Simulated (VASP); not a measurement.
Write the native input for VASP 6.6.1 that does the following.

* Task: single point
* Functional: PBE
* Dispersion: D3(BJ)
* Potentials or basis: VASP PAW PBE potentials, release 64 (Hf_pv, B)
* Cutoff: 520 eV
* k mesh: 12 × 12 × 10
* Occupations: fermi-dirac, width 0.1 eV
* Spin: no spin polarisation
* Dipole correction: no
* Further INCAR settings: ALGO = Normal; EDIFF = 1e-07; NBANDS = 15

The structure of HfB2 lies in POSCAR:

```
HfB2
1.0
    3.1218900865      0.0000000000      0.0000000000
   -1.5609450433      2.7036361228      0.0000000000
    0.0000000000      0.0000000000      3.4562327597
Hf B
1 2
Direct
    0.0000000000      0.0000000000      0.0000000000
    0.3333333333      0.6666666667      0.5000000000
    0.6666666667      0.3333333333      0.5000000000
```

One way to write it, as run:

INCAR

```
PREC     = Accurate       # precision mode
ENCUT    = 520            # plane-wave cutoff, eV
EDIFF    = 1E-7           # SCF threshold, eV
ISMEAR   = -1             # smearing method
SIGMA    = 0.1            # smearing width, eV
LREAL    = False          # projectors in reciprocal space
LASPH    = True           # aspherical terms in the spheres
NELM     = 80             # most SCF steps
ALGO     = Normal         # electronic algorithm
ISIF     = 2              # what is computed and relaxed
LWAVE    = False          # write WAVECAR
LCHARG   = False          # write CHGCAR
GGA      = PE             # functional
IVDW     = 12             # dispersion correction
NBANDS   = 15             # bands
```

KPOINTS

```
Automatic mesh
0
Gamma
  12 12 10
```

Potentials or basis: VASP PAW PBE potentials, release 64 (Hf_pv, B).

Launch:

```sh
$ cat potpaw_PBE.64/Hf_pv/POTCAR potpaw_PBE.64/B/POTCAR > POTCAR
$ mpirun -np 1 vasp_std > vasp.out
```

It gave:

The pressure is -0.3 GPa, the band gap on the k mesh is zero (bands 8 and 9 overlap by 1.34 eV) and the dispersion energy per atom is -0.369 eV.

Caveat: spin-orbit coupling is left out, which moves the levels of the heavy elements.

Run time: 23 s on 1 thread of Intel(R) Xeon(R) 6975P-C (Granite Rapids) (shared host), peak memory 0.19 GiB.
